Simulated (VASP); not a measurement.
# TeW (F-43m) in VASP: further runs, part 2 of 2

VASP 6.6.1. Earlier steps stand in the parts before.

## (4) Single point, PBE, collinear spin

This run uses another cell than the first one, of 28.70 Å³/atom.

INCAR reads:

```
SYSTEM = TeW
PREC     = Accurate       ! precision mode
ENCUT    = 520            ! plane-wave cutoff, eV
EDIFF    = 1E-6           ! SCF threshold, eV
ISMEAR   = 0              ! smearing method
SIGMA    = 0.1            ! smearing width, eV
LREAL    = .FALSE.        ! projectors in reciprocal space
LASPH    = .TRUE.         ! aspherical terms in the spheres
NELM     = 150            ! most SCF steps
ALGO     = Normal         ! electronic algorithm
ISIF     = 2              ! what is computed and relaxed
LWAVE    = .FALSE.        ! write WAVECAR
LCHARG   = .FALSE.        ! write CHGCAR
ISPIN    = 2              ! spin polarisation
MAGMOM   = 1 0            ! initial moments
LORBIT   = 11             ! projections on sites
LMAXMIX  = 4              ! l up to which the mixer works
GGA      = PE             ! functional
NBANDS   = 21             ! bands
```

KPOINTS reads:

```
Automatic mesh
0
G
  12 12 12
  0 0 0
```

POSCAR reads:

```
TeW
1.0
    0.0000000000      3.0618296945      3.0618296945
    3.0618296945      0.0000000000      3.0618296945
    3.0618296945      3.0618296945      0.0000000000
W Te
1 1
Direct
    0.0000000000      0.0000000000      0.0000000000
    0.2500000000      0.2500000000      0.2500000000
```

Potentials or basis: VASP PAW PBE potentials, release 64 (W_sv, Te).

Started as:

```
cat potpaw_PBE.64/W_sv/POTCAR potpaw_PBE.64/Te/POTCAR > POTCAR
mpirun -np 1 vasp_std > vasp.out
```

OUTCAR:

```text
SYSTEM = TeW
   PREC = Accurate
   ENCUT = 520
   EDIFF = 1E-6
   ISMEAR = 0
   LREAL = .FALSE.
   LASPH = .TRUE.
   NELM = 150
   ISIF = 2
   ISPIN = 2
   LORBIT = 11
   GGA = PE

 ion  position               nearest neighbor table
   1  0.000  0.000  0.000-   2 2.65   2 2.65   2 2.65   2 2.65
   2  0.250  0.250  0.250-   1 2.65   1 2.65   1 2.65   1 2.65

  LATTYP: Found a face centered cubic cell.
 ALAT       =     6.1236593890

  Lattice vectors:

 A1 = (   0.0000000000,   3.0618296945,   3.0618296945)
 A2 = (   3.0618296945,   0.0000000000,   3.0618296945)
 A3 = (   3.0618296945,   3.0618296945,   0.0000000000)

Analysis of symmetry for initial positions (statically):
=====================================================================
 Subroutine PRICEL returns:
 Original cell was already a primitive cell.

 Routine SETGRP: Setting up the symmetry group for a
 face centered cubic supercell.

 Subroutine GETGRP returns: Found 24 space group operations
[... 772 lines left out ...]
      3     -31.5261      1.00000
      4     -31.5261      1.00000
      5      -6.5742      1.00000
      6       2.3435      1.00000
[... 565 lines left out ...]
     20      17.6534      0.00000
     21      20.1829      0.00000

 [... further k-points ...]

------------------------ aborting loop because EDIFF is reached ----------------------------------------

  FORCE on cell =-STRESS in cart. coord.  units (eV):
  Direction    XX          YY          ZZ          XY          YZ          ZX
  --------------------------------------------------------------------------------------
  -------------------------------------------------------------------------------------
  Total       -0.0020275     -0.0020275     -0.0020275      0.0000000     -0.0000000      0.0000000
  in kB       -0.0565854     -0.0565854     -0.0565854      0.0000000     -0.0000000      0.0000000
  external PRESSURE =      -0.0565854 kB  Pullay stress =       0.0000000 kB

 VOLUME and BASIS-vectors are now :
 -----------------------------------------------------------------------------
  energy-cutoff  :      520.00
  volume of cell :       57.41
      direct lattice vectors                 reciprocal lattice vectors
     0.000000000  3.061829695  3.061829695    -0.163301049  0.163301049  0.163301049
     3.061829695  0.000000000  3.061829695     0.163301049 -0.163301049  0.163301049
     3.061829695  3.061829695  0.000000000     0.163301049  0.163301049 -0.163301049

 POSITION                                       TOTAL-FORCE (eV/Angst)
 -----------------------------------------------------------------------------------
      0.00000      0.00000      0.00000        -0.000000     -0.000000     -0.000000
      1.53091      1.53091      1.53091         0.000000      0.000000      0.000000
 -----------------------------------------------------------------------------------
    total drift:                               -0.000000     -0.000000     -0.000000

  FREE ENERGIE OF THE ION-ELECTRON SYSTEM (eV)
  ---------------------------------------------------
  free  energy   TOTEN  =       -13.2170435099 eV

  energy  without entropy=      -13.2040940302  energy(sigma->0) =      -13.21056877

 total charge

# of ion       s       p       d       tot
------------------------------------------
    1        2.329   6.130   3.497  11.956
    2        1.321   2.053   0.135   3.510
--------------------------------------------------
tot          3.650   8.184   3.632  15.466

 magnetization (x)

# of ion       s       p       d       tot
------------------------------------------
    1        0.039   0.014   1.047   1.100
    2       -0.008  -0.050   0.025  -0.032
--------------------------------------------------
tot          0.030  -0.035   1.073   1.068
```

OSZICAR:

```text
N       E                     dE             d eps       ncg     rms          rms(c)
DAV:   1     0.146176095083E+03    0.14618E+03   -0.90496E+03  6048   0.883E+02
DAV:   2    -0.767548523032E+01   -0.15385E+03   -0.14881E+03  6821   0.262E+02
DAV:   3    -0.133074311132E+02   -0.56319E+01   -0.55510E+01  7396   0.475E+01
DAV:   4    -0.133860106657E+02   -0.78580E-01   -0.78491E-01  6992   0.601E+00
DAV:   5    -0.133877131285E+02   -0.17025E-02   -0.17024E-02  7282   0.848E-01    0.124E+01
DAV:   6    -0.132126340333E+02    0.17508E+00   -0.98717E-01  6633   0.620E+00    0.526E+00
DAV:   7    -0.132195833541E+02   -0.69493E-02   -0.69664E-02  6758   0.155E+00    0.302E+00
DAV:   8    -0.132170921624E+02    0.24912E-02   -0.16631E-02  6683   0.785E-01    0.132E+00
DAV:   9    -0.132162580595E+02    0.83410E-03   -0.23291E-03  7271   0.288E-01    0.212E-01
DAV:  10    -0.132169242436E+02   -0.66618E-03   -0.88269E-04  6598   0.168E-01    0.114E-01
DAV:  11    -0.132170108014E+02   -0.86558E-04   -0.10311E-04  6993   0.611E-02    0.480E-02
DAV:  12    -0.132170403596E+02   -0.29558E-04   -0.27349E-05  6628   0.265E-02    0.212E-02
DAV:  13    -0.132170433111E+02   -0.29515E-05   -0.41119E-06  7007   0.117E-02    0.718E-03
DAV:  14    -0.132170435099E+02   -0.19881E-06   -0.37587E-07  4847   0.296E-03
   1 F= -.13217044E+02 E0= -.13210569E+02  d E =-.129495E-01  mag=     1.3956
```

stdout:

```text
POSCAR found type information on POSCAR W Te
 POSCAR found :  2 types and       2 ions
 scaLAPACK will be used
 LDA part: xc-table for (Slater+PW92), standard interpolation
 POSCAR, INCAR and KPOINTS ok, starting setup
 FFT: planning ... GRIDC
 FFT: planning ... GRID_SOFT
 FFT: planning ... GRID
 WAVECAR not read
 entering main loop
```

Run time: 48 s. Hardware: 1 thread of Intel Xeon 6975P-C (Granite Rapids), shared host; peak memory 0.29 GiB.

What came out:

| Item | Value |
| --- | --- |
| Free energy | -13.2170 eV |
| Pressure | 0.0 GPa |
| Net moment | 1.40 μB per cell |
| Site moments | W +1.10; Te -0.03 μB |
| Valence electrons inside the program's atomic spheres | W 11.96; Te 3.51 |

Levels at points of the mesh, in eV from the Fermi level:
Spin up:
```csv
k point,band 7,band 8,band 9,band 10,band 11,band 12,band 13,band 14,band 15,band 16
"(0.00, 0.00, 0.00)",-4.24,-4.24,-0.95,-0.95,1.21,4.25,4.25,4.25,5.55,5.55
"(0.50, 0.00, 0.00)",-3.97,-3.97,-0.68,-0.68,-0.58,1.90,1.90,2.97,7.40,7.40
"(0.50, 0.50, 0.00)",-3.42,-3.42,-1.50,-1.08,-0.44,0.34,0.34,5.34,5.57,9.53
```
Spin down:
```csv
k point,band 7,band 8,band 9,band 10,band 11,band 12
"(0.00, 0.00, 0.00)",-3.98,-3.98,0.15,0.15,1.50,4.54
"(0.50, 0.00, 0.00)",-3.67,-3.67,-0.04,0.34,0.34,2.30
"(0.50, 0.50, 0.00)",-3.25,-3.25,-1.11,-0.16,0.76,0.86
```

Caveat: spin-orbit coupling is left out, which moves the levels of the heavy elements.
